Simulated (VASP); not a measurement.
Input of a VASP 6.6.1 run:

The input INCAR:

```
SYSTEM = Te2Pt
PREC     = Accurate       ! precision mode
ENCUT    = 400            ! plane-wave cutoff, eV
EDIFF    = 1E-6           ! SCF threshold, eV
ISMEAR   = 0              ! smearing method
SIGMA    = 0.1            ! smearing width, eV
LREAL    = .False.        ! projectors in reciprocal space
LASPH    = .True.         ! aspherical terms in the spheres
NELM     = 120            ! most SCF steps
ALGO     = Normal         ! electronic algorithm
ISIF     = 2              ! what is computed and relaxed
LWAVE    = .False.        ! write WAVECAR
LCHARG   = .True.         ! write CHGCAR
LDIPOL   = .True.       
IDIPOL   = 3            
DIPOL    = 0.5 0.5 0.500
GGA      = PE             ! functional
LELF     = .True.         ! ELF
LVHAR    = .True.       
LVACPOTAV= .True.       
NBANDS   = 56             ! bands
GGA_COMPAT= .False.      
NELMDL   = -8
```

The input KPOINTS:

```
regular mesh
0
Gamma
  12 12 1
  0 0 0
```

Contents of POSCAR:

```
Te2Pt
1.0
    4.0714146327      0.0000000000      0.0000000000
   -2.0357073164      3.5259485012      0.0000000000
    0.0000000000      0.0000000000     62.0069878260
Te Pt
8 4
Direct
    0.6666666667      0.3333333333      0.3466725334
    0.3333333333      0.6666666667      0.3907950508
    0.6666666667      0.3333333333      0.4339841960
    0.3333333333      0.6666666667      0.4782017605
    0.6666666667      0.3333333333      0.5217982395
    0.3333333333      0.6666666667      0.5660158040
    0.6666666667      0.3333333333      0.6092049492
    0.3333333333      0.6666666667      0.6533274666
    0.0000000000      0.0000000000      0.3689947412
    0.0000000000      0.0000000000      0.4560403931
    0.0000000000      0.0000000000      0.5439596069
    0.0000000000      0.0000000000      0.6310052588
```

Potentials or basis: VASP PAW PBE potentials, release 64 (Te, Pt).

Run with:

```sh
$ cat potpaw_PBE.64/Te/POTCAR potpaw_PBE.64/Pt/POTCAR > POTCAR
$ mpirun -np 1 vasp_std > vasp.out
```

**Question.** What does it give for the work function of the upper face?

**Answer.** 4.39 eV.

**Question.** Estimate the work function of the lower face.

**Answer.** 4.39 eV.

**Question.** What does it give for the largest force?

**Answer.** 0.019 eV/Å.

Forces on the atoms (eV/Å):
```
Te   0.000  0.000  0.019
Te   0.000  0.000 -0.012
Te   0.000  0.000  0.011
Te   0.000  0.000 -0.011
Te   0.000  0.000  0.011
Te   0.000  0.000 -0.011
Te   0.000  0.000  0.012
Te   0.000  0.000 -0.019
Pt   0.000  0.000  0.000
Pt   0.000  0.000 -0.002
Pt   0.000  0.000  0.002
Pt   0.000  0.000  0.000
```
